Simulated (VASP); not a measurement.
# Rh: single point with r2SCAN

The system is Rh.

```
Rh
1.0
     2.69174    0.00000    0.00000
    -1.34587    2.33112    0.00000
     0.00000    0.00000    8.79807
Rh
4
Direct
  0.66667 0.33333 0.75000
  0.00000 0.00000 0.50000
  0.33333 0.66667 0.25000
  0.00000 0.00000 0.00000
```

* Program: VASP 6.6.1
* Task: single point
* Functional: r2SCAN
* Potentials or basis: VASP PAW PBE potentials, release 64 (Rh_pv)
* Cutoff: 520 eV
* k mesh: 6 × 6 × 2
* Occupations: fermi-dirac, width 0.05 eV
* Spin: no spin polarisation

```json
{
  "Pressure": "0.6 GPa",
  "Band gap on the k mesh": "zero (band 30 reaches 12.56 eV, above the bottom of band 31 at 10.46 eV)"
}
```

Stress tensor (GPa, compression positive):
```
 2.43  0.00  0.00
 0.00  2.43  0.00
 0.00  0.00 -3.17
```

Levels at points of the mesh, in eV from the Fermi level:
| k point | band 28 | band 29 | band 30 | band 31 | band 32 | band 33 |
| --- | --- | --- | --- | --- | --- | --- |
| (0.00, 0.00, 0.00) | -1.46 | -1.46 | -0.86 | -0.86 | -0.31 | -0.31 |
| (0.50, 0.00, 0.00) | 0.66 | 0.76 | 0.94 | 0.95 | 0.95 | 1.48 |
| (0.00, 0.00, 0.50) | -1.14 | -1.14 | -1.14 | -1.01 | -1.01 | 0.12 |
| (0.50, 0.00, 0.50) | -0.09 | 0.69 | 0.69 | 0.92 | 0.92 | 3.11 |

Wall time 2.1 min on 1 thread of Intel Xeon 6975P-C, with other jobs on the host, peak memory 0.18 GiB.

Caveat: the k points lie up to 0.45 Å⁻¹ apart; the PAW data sets were made with another functional, which shifts forces and pressure a little.
